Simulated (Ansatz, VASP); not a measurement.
# ZnCdSe4S2 in VASP and in Ansatz

```
Zn Cd Se S
1.0
     4.00000    0.00000    0.00000
     0.00000    4.00000    0.00000
     0.00000    0.00000   11.90000
Zn Cd Se S
1 1 4 2
Direct
  0.00000 0.00000 0.00000
  0.50000 0.50000 0.00000
  0.00000 0.50000 0.12500
  0.50000 0.00000 0.87500
  0.50000 0.50000 0.60000
  0.50000 0.50000 0.40000
  0.00000 0.00000 0.59000
  0.00000 0.00000 0.41000
```

Alike in both runs: task relaxation of cell and atoms; functional PBE; k mesh 4 × 4 × 2; occupations gaussian, width 0.2 eV; no spin polarisation.

```csv
,VASP,Ansatz
version,VASP 6.6.1,Ansatz 0.2.0
potentials or method,"VASP PAW PBE potentials, release 64 (Zn, Cd, Se, S), cutoff 600 eV","scalar-relativistic, plane waves, PAW"
valence electrons in the cell,60,108
```

```csv
,VASP,Ansatz,Ansatz less VASP
"gap on the k mesh at the Fermi level, each at its own relaxed structure (eV)",none,none,-
relaxed volume (Å³/atom),28.94,30.63,+1.696
relaxed length of the cell vector where the two differ most in proportion (Å),11.621,12.341,+0.7195
```

A gap of «none» marks a metal or a gap that the smearing closes. One of these differences is far larger than is usual between the two programs; its cause wasn't traced. VASP's potentials hold 60 valence electrons a cell and Ansatz's 108, so a difference there can come from the potentials and not from the codes.

The k mesh is coarse, so the values compare programs but aren't converged. Noted on VASP's run: the volume moved by over 15 % at a fixed basis, so the end points are rough.
